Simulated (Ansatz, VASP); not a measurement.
Sr in VASP and in Ansatz

```
Sr
1.0
     0.00000    3.16404    3.16404
     3.16404    0.00000    3.16404
     3.16404    3.16404    0.00000
Sr
1
Direct
  0.00000 0.00000 0.00000
```

Change from the starting cell: strain +0.040 along x and y, +0.040 along z, atoms carried along.

Alike in both runs: task single point; functional PBEsol; k mesh 10 × 10 × 10; occupations gaussian, width 0.03 eV; no spin polarisation.

|  | VASP | Ansatz |
| --- | --- | --- |
| version | VASP 6.6.1 | Ansatz 0.2.0 |
| potentials or method | VASP PAW PBE potentials, release 64 (Sr_sv), cutoff 520 eV | scalar-relativistic, plane waves, PAW |
| valence electrons in the cell | 10 | 10 |

|  | VASP | Ansatz | Ansatz less VASP |
| --- | --- | --- | --- |
| gap on the k mesh at the Fermi level (eV) | none | none | - |
| pressure (GPa) | -1.7 | -1.7 | -0.01 |

VASP's potentials were made for PBE, not for PBEsol. A gap of «none» marks a metal or a gap that the smearing closes.
